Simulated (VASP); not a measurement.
Hf2NbN2, 5 atoms in the cell. The structure is hexagonal, space group P-6m2 (No. 187). The conventional cell has a = 4.170 Å, b = 4.170 Å, c = 5.002 Å, α = 90.00°, β = 90.00°, γ = 120.00°. Hf (site symmetry -6m2) has 3 Hf at 2.41 Å and 2 Nb at 2.50 Å and 6 N at 2.89 Å within 3.2 Å. Within 2.1 Å of Hf (site symmetry -6m2) lie 2 N at 1.60 Å. Nb (site symmetry -6m2) has 2 Hf at 2.50 Å and 6 N at 2.57 Å within 3.3 Å. Within 2.1 Å of N (site symmetry 3m) lie 1 Hf at 1.60 Å and 1 N at 1.80 Å. The cell was built from a structure type or drawn by symmetry, and may not be a known phase.

- Program: VASP 6.6.1
- Task: relaxation of cell and atoms
- Functional: PBE
- Potentials or basis: VASP PAW PBE potentials, release 64 (Hf_pv, Nb_sv, N)
- Cutoff: 600 eV
- k mesh: 6 × 6 × 4
- Occupations: gaussian, width 0.1 eV
- Spin: no spin polarisation
- Dipole correction: no
- Further INCAR settings: ALGO = Normal; EDIFF = 1e-06; IBRION = 2; EDIFFG = -0.04; NSW = 90; ISIF = 3

Potentials or basis: VASP PAW PBE potentials, release 64 (Hf_pv, Nb_sv, N).

Launch:

```sh
$ cat potpaw_PBE.64/Hf_pv/POTCAR potpaw_PBE.64/Nb_sv/POTCAR potpaw_PBE.64/N/POTCAR > POTCAR
$ mpirun -np 1 vasp_std > vasp.out
```

Hardware: 1 thread of Intel(R) Xeon(R) Platinum 8488C (Sapphire Rapids), with other jobs on the host.

Task: Estimate the wall time of this run.

Result: Run time: 29 min on 1 thread of Intel(R) Xeon(R) Platinum 8488C (Sapphire Rapids), on a shared host, peak memory 0.25 GiB. Counts: scf iterations 598, k points 21, ion steps 34.
